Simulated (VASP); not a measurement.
# V3MoSe8 (P-3m1) in VASP: single point with PBE

Aim: the single point of V3MoSe8 with PBE.

All numbers are computed with VASP 6.6.1; they aren't measurements. Logs are shortened: lines on timing, memory, paths and dates and some standing lists are left out, and cuts for length are marked.

## (1) The cell of the first run

Symmetry: P-3m1, No. 164, trigonal system. The conventional cell has a = 3.335 Å, b = 3.335 Å, c = 28.262 Å, α = 90.00°, β = 90.00°, γ = 120.00°. V (site symmetry 3m) has 6 Se at 2.49 Å and 6 V at 3.33 Å within 3.4 Å. Within 3.4 Å of V (site symmetry -3m) lie 6 Se at 2.49 Å and 6 V at 3.33 Å. Mo (site symmetry -3m) has 6 Se at 2.56 Å and 6 Mo at 3.33 Å within 3.4 Å. Se (site symmetry 3m) has 3 V at 2.49 Å and 6 Se at 3.33 Å within 3.4 Å. Se (site symmetry 3m) has 3 V at 2.49 Å and 6 Se at 3.33 Å within 3.4 Å. Se (site symmetry 3m) has 3 V at 2.49 Å and 6 Se at 3.33 Å within 3.4 Å. Within 3.4 Å of Se (site symmetry 3m) lie 3 Mo at 2.56 Å and 6 Se at 3.33 Å.

## (2) Single point, PBE, collinear spin, ferromagnetic start

INCAR

```
PREC = Accurate ; ENCUT = 520
EDIFF = 1E-6 ; ISMEAR = 0
SIGMA = 0.2 ; LREAL = F
LASPH = T ; NELM = 150
ALGO = Normal ; ISIF = 2
LWAVE = F ; LCHARG = F
ISPIN = 2 ; MAGMOM = 0.68 0.7 0.68 0 0 0 0 0 0 0 0 0
LORBIT = 11 ; LMAXMIX = 4
GGA = PE ; NBANDS = 66
```

KPOINTS

```
Automatic mesh
0
Gamma
  6 6 1
```

POSCAR

```
V3MoSe8
1.0
    3.3346734129      0.0000000000      0.0000000000
   -1.6673367064      2.8879118889      0.0000000000
    0.0000000000      0.0000000000     28.2620298000
V Mo Se
3 1 8
Direct
    0.0000000000      0.0000000000      0.7510920000
    0.0000000000      0.0000000000      0.0000000000
    0.0000000000      0.0000000000      0.2489080000
    0.0000000000      0.0000000000      0.5000000000
    0.3333333333      0.6666666667      0.8069550000
    0.3333333333      0.6666666667      0.0558850000
    0.3333333333      0.6666666667      0.3047970000
    0.3333333333      0.6666666667      0.5599610000
    0.6666666667      0.3333333333      0.9441150000
    0.6666666667      0.3333333333      0.1930450000
    0.6666666667      0.3333333333      0.4400390000
    0.6666666667      0.3333333333      0.6952030000
```

Potentials or basis: VASP PAW PBE potentials, release 64 (V_sv, Mo_sv, Se).

Command:

```console
> cat potpaw_PBE.64/V_sv/POTCAR potpaw_PBE.64/Mo_sv/POTCAR potpaw_PBE.64/Se/POTCAR > POTCAR
> mpirun -np 1 vasp_std > vasp.out
```

OUTCAR:

```text
PREC = Accurate
   ENCUT = 520
   EDIFF = 1E-6
   ISMEAR = 0
   LREAL = F
   LASPH = T
   NELM = 150
   ISIF = 2
   ISPIN = 2
   LORBIT = 11
   GGA = PE

 ion  position               nearest neighbor table
   1  0.000  0.000  0.751-   5 2.49   5 2.49   5 2.49  12 2.49  12 2.49  12 2.49
   2  0.000  0.000  0.000-   6 2.49   9 2.49   6 2.49   9 2.49   9 2.49   6 2.49
   3  0.000  0.000  0.249-  10 2.49  10 2.49  10 2.49   7 2.49   7 2.49   7 2.49
   4  0.000  0.000  0.500-   8 2.56  11 2.56   8 2.56  11 2.56  11 2.56   8 2.56
   5  0.333  0.667  0.807-   1 2.49   1 2.49   1 2.49
   6  0.333  0.667  0.056-   2 2.49   2 2.49   2 2.49
   7  0.333  0.667  0.305-   3 2.49   3 2.49   3 2.49
   8  0.333  0.667  0.560-   4 2.56   4 2.56   4 2.56
   9  0.667  0.333  0.944-   2 2.49   2 2.49   2 2.49
  10  0.667  0.333  0.193-   3 2.49   3 2.49   3 2.49
  11  0.667  0.333  0.440-   4 2.56   4 2.56   4 2.56
  12  0.667  0.333  0.695-   1 2.49   1 2.49   1 2.49

  LATTYP: Found a hexagonal cell.
 ALAT       =     3.3346734129
 C/A-ratio  =     8.4752017066

  Lattice vectors:

 A1 = (   3.3346734129,   0.0000000000,   0.0000000000)
 A2 = (  -1.6673367064,   2.8879118889,   0.0000000000)
 A3 = (   0.0000000000,   0.0000000000,  28.2620298000)

Analysis of symmetry for initial positions (statically):
=====================================================================
 Subroutine PRICEL returns:
 Original cell was already a primitive cell.

 Routine SETGRP: Setting up the symmetry group for a
 hexagonal supercell.

 Subroutine GETGRP returns: Found 12 space group operations
 (whereof 12 operations were pure point group operations)
 out of a pool of 24 trial point group operations.

The static configuration has the point symmetry D_3d.

Analysis of symmetry for dynamics (positions and initial velocities):
=====================================================================
 Subroutine PRICEL returns:
 Original cell was already a primitive cell.

 Routine SETGRP: Setting up the symmetry group for a
 hexagonal supercell.

 Subroutine GETGRP returns: Found 12 space group operations
 (whereof 12 operations were pure point group operations)
 out of a pool of 24 trial point group operations.

The dynamic configuration has the point symmetry D_3d.

Analysis of structural, dynamic, and magnetic symmetry:
=====================================================================
 Subroutine PRICEL returns:
 Original cell was already a primitive cell.

 Routine SETGRP: Setting up the symmetry group for a
 hexagonal supercell.

 Subroutine GETGRP returns: Found 12 space group operations
 (whereof 12 operations were pure point group operations)
 out of a pool of 24 trial point group operations.

The overall configuration has the point symmetry D_3d.

 Subroutine INISYM returns: Found 12 space group operations
 (whereof 12 operations are pure point group operations),
 and found     1 'primitive' translations

----------------------------------------------------------------------------------------

                                     Primitive cell

  volume of cell :     272.1702

  direct lattice vectors                    reciprocal lattice vectors
     3.334673413  0.000000000  0.000000000     0.299879441  0.173135476  0.000000000
    -1.667336706  2.887911889  0.000000000     0.000000000  0.346270952  0.000000000
     0.000000000  0.000000000 28.262029800     0.000000000  0.000000000  0.035383163

  length of vectors
     3.334673413  3.334673413 28.262029800     0.346270952  0.346270952  0.035383163

  position of ions in fractional coordinates (direct lattice)
     0.000000000  0.000000000  0.751092000
     0.000000000  0.000000000  0.000000000
     0.000000000  0.000000000  0.248908000
     0.000000000  0.000000000  0.500000000
     0.333333333  0.666666667  0.806955000
     0.333333333  0.666666667  0.055885000
     0.333333333  0.666666667  0.304797000
     0.333333333  0.666666667  0.559961000
     0.666666667  0.333333333  0.944115000
     0.666666667  0.333333333  0.193045000
     0.666666667  0.333333333  0.440039000
     0.666666667  0.333333333  0.695203000

  ion indices of the primitive-cell ions
   primitive index   ion index
[... 64 lines left out ...]
   ENCUT  =  520.0 eV  38.22 Ry    6.18 a.u.   6.20  6.20 52.55*2*pi/ulx,y,z
   NELM   =    150;   NELMIN=  2; NELMDL= -5     # of ELM steps
   EDIFF  = 0.1E-05   stopping-criterion for ELM
   LREAL  =      F    real-space projection
   EDIFFG = 0.1E-04   stopping-criterion for IOM
   NSW    =      0    number of steps for IOM
   IBRION =     -1    ionic relax: 0-MD 1-quasi-New 2-CG
   NFREE  =      0    steps in history (QN), initial steepest desc. (CG)
   ISIF   =      2    stress and relaxation
   ISYM   =      2    0-nonsym 1-usesym 2-fastsym
   POTIM  = 0.5000    time-step for ionic-motion
   TEBEG  =    0.0;   TEEND  =   0.0 temperature during run
   PSTRESS=    0.0 pullay stress
   NELECT =     101.0000    total number of electrons
   NUPDOWN=      -1.0000    fix difference up-down
   EMIN   =  10.00;   EMAX   =-10.00  energy-range for DOS
   EFERMI =   0.00;   METHOD = LEGACY
   ISMEAR =     0;   SIGMA  =   0.20  broadening in eV -4-tet -1-fermi 0-gaus
   EFERMI_NEDOS =   21; number of points for ismear=-14 and -15
   IALGO  =     38    algorithm
   IMIX   =      4    mixing-type and parameters
     AMIX     =   0.40;   BMIX     =  1.00
     AMIX_MAG =   1.60;   BMIX_MAG =  1.00
  volume/ion in A,a.u.               =      22.68       153.06
  Fermi-wavevector in a.u.,A,eV,Ry     =   1.176436  2.223142 18.830496  1.384002
  Thomas-Fermi vector in A             =   2.312800
   LORBIT       =     11    0 simple, 1 ext, 2 COOP (PROOUT), +10 PAW based schemes
   GGA     = PE    functional components
   LHFCALC =     F    Hartree Fock is set to
   AEXX    =    0.0000 exact exchange contribution
   IVDW    =     0    specifies the selected vdW correction
   LEPSILON=     F    determine dielectric tensor
   LRPA    =     F    only Hartree local field effects (RPA)
 spin polarized calculation
 Gauss-broadening in eV      SIGMA  =   0.20
  energy-cutoff  :      520.00
  volume of cell :      272.17
 maximum number of plane-waves:      7352
 NGX is ok and might be reduce to    28
   NGX = 13   NGY = 13   NGZ =105

 number of electron     101.0000013 magnetization       1.6610119

 Free energy of the ion-electron system (eV)
  ---------------------------------------------------
  ext. energy  EPLUGINS =         0.00000000
  ---------------------------------------------------
  free energy    TOTEN  =       -73.68498372 eV

  energy without entropy =      -73.57810810  energy(sigma->0) =      -73.63154591

 E-fermi :   4.5481     XC(G=0):  -9.6402

 val. band max:        4.5278632759   @ k =   0.3333   0.1667   0.0000
 cond. band min:       4.5728009067   @ k =   0.3333   0.1667   0.0000
 fundamental gap:      0.0449376308
 Fermi energy:         4.5481060384

 spin component 1

 k-point     1 :       0.0000    0.0000    0.0000
  band No.  band energies     occupation
      1     -60.4682      1.00000
      2     -60.4682      1.00000
      3     -60.4654      1.00000
      4     -57.1293      1.00000
      5     -34.3081      1.00000
      6     -34.3081      1.00000
[... 444 lines left out ...]
     61       6.7123      0.00000
     62       6.7123      0.00000
 Fermi energy:         4.5481060384

 spin component 2

 k-point     1 :       0.0000    0.0000    0.0000
  band No.  band energies     occupation
      1     -59.8709      1.00000
      2     -59.8709      1.00000
      3     -59.8673      1.00000
      4     -57.1292      1.00000
      5     -33.7358      1.00000
      6     -33.7358      1.00000
[... 444 lines left out ...]
     61       6.9398      0.00000
     62       6.9398      0.00000
 [bands above 62 left out]

------------------------ aborting loop because EDIFF is reached ----------------------------------------

  FORCE on cell =-STRESS in cart. coord.  units (eV):
  Direction    XX          YY          ZZ          XY          YZ          ZX
  --------------------------------------------------------------------------------------
  -------------------------------------------------------------------------------------
  Total       -0.2921371     -0.2921371      0.6058562     -0.0000000      0.0000000      0.0000000
  in kB       -1.7197160     -1.7197160      3.5664781     -0.0000000      0.0000000      0.0000000
  external PRESSURE =       0.0423487 kB  Pullay stress =       0.0000000 kB

 VOLUME and BASIS-vectors are now :
 -----------------------------------------------------------------------------
  energy-cutoff  :      520.00
  volume of cell :      272.17
      direct lattice vectors                 reciprocal lattice vectors
     3.334673413  0.000000000  0.000000000     0.299879441  0.173135476  0.000000000
    -1.667336706  2.887911889  0.000000000     0.000000000  0.346270952  0.000000000
     0.000000000  0.000000000 28.262029800     0.000000000  0.000000000  0.035383163

 POSITION                                       TOTAL-FORCE (eV/Angst)
 -----------------------------------------------------------------------------------
      0.00000      0.00000     21.22738        -0.000000      0.000000     -0.007101
      0.00000      0.00000      0.00000        -0.000000      0.000000     -0.000000
      0.00000      0.00000      7.03465         0.000000      0.000000      0.007101
      0.00000      0.00000     14.13101        -0.000000      0.000000     -0.000000
     -0.00000      1.92527     22.80619         0.000000     -0.000000      0.042451
     -0.00000      1.92527      1.57942        -0.000000      0.000000      0.037263
     -0.00000      1.92527      8.61418        -0.000000     -0.000000      0.034108
     -0.00000      1.92527     15.82563        -0.000000      0.000000      0.063158
      1.66734      0.96264     26.68261        -0.000000     -0.000000     -0.037263
      1.66734      0.96264      5.45584        -0.000000      0.000000     -0.042451
      1.66734      0.96264     12.43640         0.000000      0.000000     -0.063158
      1.66734      0.96264     19.64785         0.000000      0.000000     -0.034108
 -----------------------------------------------------------------------------------
    total drift:                               -0.000000      0.000000      0.000000

  FREE ENERGIE OF THE ION-ELECTRON SYSTEM (eV)
  ---------------------------------------------------
  free  energy   TOTEN  =       -73.6849837174 eV

  energy  without entropy=      -73.5781080974  energy(sigma->0) =      -73.63154591

 total charge

# of ion       s       p       d       tot
------------------------------------------
    1        2.239   6.212   3.025  11.476
    2        2.239   6.212   3.024  11.474
    3        2.239   6.212   3.025  11.476
    4        2.267   6.172   3.876  12.315
    5        1.481   2.316   0.049   3.846
    6        1.481   2.316   0.049   3.846
    7        1.480   2.319   0.049   3.848
    8        1.482   2.290   0.060   3.832
    9        1.481   2.316   0.049   3.846
   10        1.481   2.316   0.049   3.846
   11        1.482   2.290   0.060   3.832
   12        1.480   2.319   0.049   3.848
--------------------------------------------------
tot         20.830  43.291  13.361  77.483

 magnetization (x)

# of ion       s       p       d       tot
------------------------------------------
    1        0.008   0.005   0.583   0.595
    2        0.008   0.005   0.583   0.596
    3        0.008   0.005   0.583   0.595
    4        0.000  -0.000   0.000   0.000
    5       -0.001  -0.042   0.003  -0.040
    6       -0.001  -0.042   0.003  -0.041
    7       -0.001  -0.042   0.003  -0.040
    8        0.000  -0.001   0.000  -0.001
    9       -0.001  -0.042   0.003  -0.041
   10       -0.001  -0.042   0.003  -0.040
   11        0.000  -0.001   0.000  -0.001
   12       -0.001  -0.042   0.003  -0.040
--------------------------------------------------
tot          0.015  -0.239   1.768   1.544
```

Wall time 28 min (1 thread of Intel Xeon 8259CL, shared host); peak memory 0.64 GiB.

What came out:

* Free energy: -73.6850 eV
* Pressure: 0.0 GPa
* Largest force: 0.063 eV/Å
* Net moment: 1.66 μB per cell
* Site moments: V +0.59, +0.60 (each value once); Mo +0.00; Se -0.04, -0.00 (each value once) μB
* Valence electrons inside the program's atomic spheres: V 11.48, 11.47 (each value once); Mo 12.31; Se 3.85, 3.83 (each value once)

Forces on the atoms (eV/Å):
```
V    0.000  0.000 -0.007
V    0.000  0.000  0.000
V    0.000  0.000  0.007
Mo   0.000  0.000  0.000
Se   0.000  0.000  0.042
Se   0.000  0.000  0.037
Se   0.000  0.000  0.034
Se   0.000  0.000  0.063
Se   0.000  0.000 -0.037
Se   0.000  0.000 -0.042
Se   0.000  0.000 -0.063
Se   0.000  0.000 -0.034
```

Levels at points of the mesh, in eV from the Fermi level:
Spin up:
| k point | band 50 | band 51 | band 52 | band 53 | band 54 | band 55 |
| --- | --- | --- | --- | --- | --- | --- |
| (0.00, 0.00, 0.00) | -0.32 | -0.18 | -0.06 | 0.32 | 0.32 | 0.87 |
| (0.50, 0.00, 0.00) | -0.97 | -0.94 | -0.94 | 0.49 | 0.49 | 0.50 |
Spin down:
| k point | band 46 | band 47 | band 48 | band 49 | band 50 | band 51 | band 52 | band 53 |
| --- | --- | --- | --- | --- | --- | --- | --- | --- |
| (0.00, 0.00, 0.00) | 0.21 | 0.21 | 0.21 | 0.22 | 0.22 | 0.31 | 0.31 | 0.38 |
| (0.50, 0.00, 0.00) | -1.25 | -1.01 | -1.00 | -0.97 | -0.54 | -0.49 | -0.45 | 0.80 |

Caveat: the k points lie up to 0.36 Å⁻¹ apart; a moment this small can come from the mesh or the smearing; this functional lacks dispersion, which binds layers or chains, so the pressure and a relaxed spacing across them are unreliable. With open d or f shells a metallic result of PBE can be an artefact of self-interaction; +U or a hybrid may open a gap.
